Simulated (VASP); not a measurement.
# AlN (P6_3mc) in VASP: single point with PBE

Aim: the single point of AlN with PBE.

All numbers are computed with VASP 6.6.1; they aren't measurements. Logs are shortened: lines on timing, memory, paths and dates and some standing lists are left out, and cuts for length are marked.

## (1) The cell of the first run

It takes space group P6_3mc (No. 186, hexagonal). The conventional cell has a = 3.111 Å, b = 3.111 Å, c = 4.981 Å, α = 90.00°, β = 90.00°, γ = 120.00°. Al (site symmetry 3m) has 4 N at 1.89 to 1.90 Å within 2.5 Å. N (site symmetry 3m) has 4 Al at 1.89 to 1.90 Å within 2.5 Å.

## (2) Single point, PBE

Contents of INCAR:

```
SYSTEM = AlN
  PREC = Accurate
  ENCUT = 520
  EDIFF = 1E-7
  ISMEAR = 0
  SIGMA = 0.05
  LREAL = .FALSE.
  LASPH = .TRUE.
  NELM = 80
  ALGO = Normal
  ISIF = 2
  LWAVE = .FALSE.
  LCHARG = .FALSE.
  GGA = PE
  NBANDS = 16
```

Contents of KPOINTS:

```
Automatic mesh
0
G
  8 8 5
  0 0 0
```

Contents of POSCAR:

```
AlN
1.0
    3.1109999993      0.0000000000      0.0000000000
   -1.5554999997      2.6942050306      0.0000000000
    0.0000000000      0.0000000000      4.9810000000
Al N
2 2
Direct
    0.3333333333      0.6666666667      0.0000541313
    0.6666666667      0.3333333333      0.5000541313
    0.3333333333      0.6666666667      0.3819458687
    0.6666666667      0.3333333333      0.8819458687
```

Potentials or basis: VASP PAW PBE potentials, release 64 (Al, N).

Started as:

```bash
$ cat potpaw_PBE.64/Al/POTCAR potpaw_PBE.64/N/POTCAR > POTCAR
$ mpirun -np 1 vasp_std > vasp.out
```

OUTCAR:

```text
SYSTEM = AlN
   PREC = Accurate
   ENCUT = 520
   EDIFF = 1E-7
   ISMEAR = 0
   LREAL = .FALSE.
   LASPH = .TRUE.
   NELM = 80
   ISIF = 2
   GGA = PE

 ion  position               nearest neighbor table
   1  0.333  0.667  0.000-   4 1.89   4 1.89   4 1.89   3 1.90   2 3.07   2 3.07   2 3.07   2 3.07
                             2 3.07   2 3.07
   2  0.667  0.333  0.500-   3 1.89   3 1.89   3 1.89   4 1.90   1 3.07   1 3.07   1 3.07   1 3.07
                             1 3.07   1 3.07
   3  0.333  0.667  0.382-   2 1.89   2 1.89   2 1.89   1 1.90
   4  0.667  0.333  0.882-   1 1.89   1 1.89   1 1.89   2 1.90

  LATTYP: Found a hexagonal cell.
 ALAT       =     3.1109999993
 C/A-ratio  =     1.6010928965

  Lattice vectors:

 A1 = (   3.1109999993,   0.0000000000,   0.0000000000)
 A2 = (  -1.5554999997,   2.6942050306,   0.0000000000)
 A3 = (   0.0000000000,   0.0000000000,   4.9810000000)

Analysis of symmetry for initial positions (statically):
=====================================================================
 Subroutine PRICEL returns:
 Original cell was already a primitive cell.

 Routine SETGRP: Setting up the symmetry group for a
 hexagonal supercell.

 Subroutine GETGRP returns: Found 12 space group operations
 (whereof  6 operations were pure point group operations)
 out of a pool of 24 trial point group operations.

The static configuration has the point symmetry C_3v.
 The point group associated with its full space group is C_6v.

Analysis of symmetry for dynamics (positions and initial velocities):
=====================================================================
 Subroutine PRICEL returns:
 Original cell was already a primitive cell.

 Routine SETGRP: Setting up the symmetry group for a
 hexagonal supercell.

 Subroutine GETGRP returns: Found 12 space group operations
 (whereof  6 operations were pure point group operations)
 out of a pool of 24 trial point group operations.

The dynamic configuration has the point symmetry C_3v.
 The point group associated with its full space group is C_6v.

 Subroutine INISYM returns: Found 12 space group operations
 (whereof  6 operations are pure point group operations),
 and found     1 'primitive' translations

----------------------------------------------------------------------------------------

                                     Primitive cell

  volume of cell :      41.7491

  direct lattice vectors                    reciprocal lattice vectors
     3.110999999  0.000000000  0.000000000     0.321440052  0.185583500  0.000000000
    -1.555500000  2.694205031  0.000000000     0.000000000  0.371167001  0.000000000
     0.000000000  0.000000000  4.981000000     0.000000000  0.000000000  0.200762899

  length of vectors
     3.110999999  3.110999999  4.981000000     0.371167001  0.371167001  0.200762899

  position of ions in fractional coordinates (direct lattice)
     0.333333333  0.666666667  0.000054131
     0.666666667  0.333333333  0.500054131
     0.333333333  0.666666667  0.381945869
     0.666666667  0.333333333  0.881945869

  ion indices of the primitive-cell ions
   primitive index   ion index
                 1           1
                 2           2
                 3           3
                 4           4

----------------------------------------------------------------------------------------

 KPOINTS: Automatic mesh

Automatic generation of k-mesh.
 Grid dimensions read from file:
 generate k-points for:    8    8    5

 Generating k-lattice:

  Cartesian coordinates                     Fractional coordinates (reciprocal lattice)
     0.040180006  0.023197938  0.000000000     0.125000000  0.000000000  0.000000000
     0.000000000  0.046395875  0.000000000     0.000000000  0.125000000  0.000000000
     0.000000000  0.000000000  0.040152580     0.000000000  0.000000000  0.200000000

  Length of vectors
     0.046395875  0.046395875  0.040152580

  Shift w.r.t. Gamma in fractional coordinates (k-lattice)
     0.000000000  0.000000000  0.000000000

 Subroutine IBZKPT returns following result:
 ===========================================

 Found     30 irreducible k-points:

 Following reciprocal coordinates:
            Coordinates               Weight
  0.000000  0.000000  0.000000      1.000000
  0.125000 -0.000000  0.000000      6.000000
  0.250000 -0.000000  0.000000      6.000000
  0.375000 -0.000000  0.000000      6.000000
  0.500000 -0.000000  0.000000      3.000000
  0.125000  0.125000  0.000000      6.000000
[... 16 lines left out ...]
  0.250000 -0.000000  0.400000     12.000000
  0.375000 -0.000000  0.400000     12.000000
 [... further k-points ...]
   k-points           NKPTS =     30   k-points in BZ     NKDIM =     30   number of bands    NBANDS=     16
   number of dos      NEDOS =    301   number of ions     NIONS =      4
   total plane-waves  NPLWV =  23040
   dimension x,y,z NGX =    24 NGY =   24 NGZ =   40
   dimension x,y,z NGXF=    48 NGYF=   48 NGZF=   80
   ions per type =               2   2
   NGX,Y,Z   is equivalent  to a cutoff of  12.83, 12.83, 13.35 a.u.
   NGXF,Y,Z  is equivalent  to a cutoff of  25.65, 25.65, 26.70 a.u.
 SYSTEM =  AlN
   PREC   = accura    normal or accurate (medium, high low for compatibility)
   ISTART =      0    job   : 0-new  1-cont  2-samecut
   ICHARG =      2    charge: 1-file 2-atom 10-const
   ISPIN  =      1    spin polarized calculation?
   LNONCOLLINEAR =      F non collinear calculations
   LSORBIT =      F    spin-orbit coupling
   LASPH  =      T    aspherical Exc in radial PAW
   ENCUT  =  520.0 eV  38.22 Ry    6.18 a.u.   5.78  5.78  9.26*2*pi/ulx,y,z
   NELM   =     80;   NELMIN=  2; NELMDL= -5     # of ELM steps
   EDIFF  = 0.1E-06   stopping-criterion for ELM
   LREAL  =      F    real-space projection
   EDIFFG = 0.1E-05   stopping-criterion for IOM
   NSW    =      0    number of steps for IOM
   IBRION =     -1    ionic relax: 0-MD 1-quasi-New 2-CG
   NFREE  =      0    steps in history (QN), initial steepest desc. (CG)
   ISIF   =      2    stress and relaxation
   ISYM   =      2    0-nonsym 1-usesym 2-fastsym
   POTIM  = 0.5000    time-step for ionic-motion
   TEBEG  =    0.0;   TEEND  =   0.0 temperature during run
   PSTRESS=    0.0 pullay stress
   NELECT =      16.0000    total number of electrons
   NUPDOWN=      -1.0000    fix difference up-down
   EMIN   =  10.00;   EMAX   =-10.00  energy-range for DOS
   EFERMI =   0.00;   METHOD = LEGACY
   ISMEAR =     0;   SIGMA  =   0.05  broadening in eV -4-tet -1-fermi 0-gaus
   EFERMI_NEDOS =   21; number of points for ismear=-14 and -15
   IALGO  =     38    algorithm
   IMIX   =      4    mixing-type and parameters
     AMIX     =   0.40;   BMIX     =  1.00
     AMIX_MAG =   1.60;   BMIX_MAG =  1.00
  volume/ion in A,a.u.               =      10.44        70.43
  Fermi-wavevector in a.u.,A,eV,Ry     =   1.189138  2.247146 19.239322  1.414050
  Thomas-Fermi vector in A             =   2.325252
   LORBIT       =      0    0 simple, 1 ext, 2 COOP (PROOUT), +10 PAW based schemes
   GGA     = PE    functional components
   LHFCALC =     F    Hartree Fock is set to
   AEXX    =    0.0000 exact exchange contribution
   IVDW    =     0    specifies the selected vdW correction
   LEPSILON=     F    determine dielectric tensor
   LRPA    =     F    only Hartree local field effects (RPA)
 non-spin polarized calculation
 Gauss-broadening in eV      SIGMA  =   0.05
  energy-cutoff  :      520.00
  volume of cell :       41.75
 maximum number of plane-waves:      1138
 NGX is ok and might be reduce to    24
   NGX = 11   NGY = 11   NGZ = 19

 number of electron      15.9999997 magnetization

 Free energy of the ion-electron system (eV)
  ---------------------------------------------------
  ext. energy  EPLUGINS =         0.00000000
  ---------------------------------------------------
  free energy    TOTEN  =       -29.77128292 eV

  energy without entropy =      -29.77128292  energy(sigma->0) =      -29.77128292

 E-fermi :   6.3635     XC(G=0): -10.9125

 val. band max:        6.1623530907   @ k =   0.0000   0.0000   0.0000
 cond. band min:      10.3702950553   @ k =   0.0000   0.0000   0.0000
 fundamental gap:      4.2079419646
 Fermi energy:         6.3635497642

 k-point     1 :       0.0000    0.0000    0.0000
  band No.  band energies     occupation
      1      -9.0327      2.00000
      2      -6.8845      2.00000
      3       0.1642      2.00000
      4       5.2912      2.00000
      5       5.2912      2.00000
      6       5.9419      2.00000
[... 8 lines left out ...]
     15      19.2987      0.00000
     16      19.2987      0.00000

 k-point     2 :       0.1250   -0.0000    0.0000
  band No.  band energies     occupation
      1      -8.8351      2.00000
      2      -6.7744      2.00000
      3       0.4001      2.00000
      4       4.4230      2.00000
      5       5.0489      2.00000
      6       5.1201      2.00000
[... 8 lines left out ...]
     15      19.0054      0.00000
     16      19.2487      0.00000

 k-point     3 :       0.2500   -0.0000    0.0000
  band No.  band energies     occupation
      1      -8.2839      2.00000
      2      -6.5151      2.00000
      3       1.0777      2.00000
      4       2.7016      2.00000
      5       3.6935      2.00000
      6       4.5848      2.00000
[... 8 lines left out ...]
     15      18.2711      0.00000
     16      19.4467      0.00000

 k-point     4 :       0.3750   -0.0000    0.0000
  band No.  band energies     occupation
      1      -7.5386      2.00000
      2      -6.3286      2.00000
      3       1.2567      2.00000
      4       2.0694      2.00000
      5       2.4913      2.00000
      6       4.2064      2.00000
[... 8 lines left out ...]
     15      18.4236      0.00000
     16      21.0224      0.00000
[... 324 lines left out ...]
 k-point    22 :       0.1250   -0.0000    0.4000
  band No.  band energies     occupation
      1      -8.2639      2.00000
      2      -7.6535      2.00000
      3       2.0480      2.00000
      4       3.4659      2.00000
      5       4.8836      2.00000
      6       5.3125      2.00000
[... 8 lines left out ...]
     15      18.2186      0.00000
     16      18.3618      0.00000

 k-point    23 :       0.2500   -0.0000    0.4000
  band No.  band energies     occupation
      1      -7.7702      2.00000
      2      -7.2377      2.00000
      3       1.8043      2.00000
      4       2.4865      2.00000
      5       4.0577      2.00000
      6       4.9410      2.00000
[... 8 lines left out ...]
     15      18.6993      0.00000
     16      19.2498      0.00000

 k-point    24 :       0.3750   -0.0000    0.4000
  band No.  band energies     occupation
      1      -7.1467      2.00000
      2      -6.7723      2.00000
      3       0.9126      2.00000
      4       1.3105      2.00000
      5       4.1302      2.00000
      6       4.6099      2.00000
[... 8 lines left out ...]
     15      18.7835      0.00000
     16      19.9713      0.00000

 [... further k-points ...]

------------------------ aborting loop because EDIFF is reached ----------------------------------------

  FORCE on cell =-STRESS in cart. coord.  units (eV):
  Direction    XX          YY          ZZ          XY          YZ          ZX
  --------------------------------------------------------------------------------------
  -------------------------------------------------------------------------------------
  Total        0.9570661      0.9570661      0.9711907     -0.0000000      0.0000000      0.0000000
  in kB       36.7286797     36.7286797     37.2707305     -0.0000000      0.0000000      0.0000000
  external PRESSURE =      36.9093633 kB  Pullay stress =       0.0000000 kB

 VOLUME and BASIS-vectors are now :
 -----------------------------------------------------------------------------
  energy-cutoff  :      520.00
  volume of cell :       41.75
      direct lattice vectors                 reciprocal lattice vectors
     3.110999999  0.000000000  0.000000000     0.321440052  0.185583500  0.000000000
    -1.555500000  2.694205031  0.000000000     0.000000000  0.371167001  0.000000000
     0.000000000  0.000000000  4.981000000     0.000000000  0.000000000  0.200762899

 POSITION                                       TOTAL-FORCE (eV/Angst)
 -----------------------------------------------------------------------------------
     -0.00000      1.79614      0.00027         0.000000     -0.000000      0.000647
      1.55550      0.89807      2.49077        -0.000000      0.000000      0.000647
     -0.00000      1.79614      1.90247        -0.000000      0.000000     -0.000647
      1.55550      0.89807      4.39297         0.000000     -0.000000     -0.000647
 -----------------------------------------------------------------------------------
    total drift:                               -0.000000      0.000000      0.000531

  FREE ENERGIE OF THE ION-ELECTRON SYSTEM (eV)
  ---------------------------------------------------
  free  energy   TOTEN  =       -29.7712829240 eV

  energy  without entropy=      -29.7712829240  energy(sigma->0) =      -29.77128292
```

It took 10 s on 1 thread of AMD EPYC 9R45 (Zen 5), shared host; peak memory 0.13 GiB.

What came out:

| Quantity | Value |
| --- | --- |
| Free energy | -29.7713 eV |
| Pressure | 3.7 GPa |
| Band gap on the k mesh | 4.21 eV, direct |
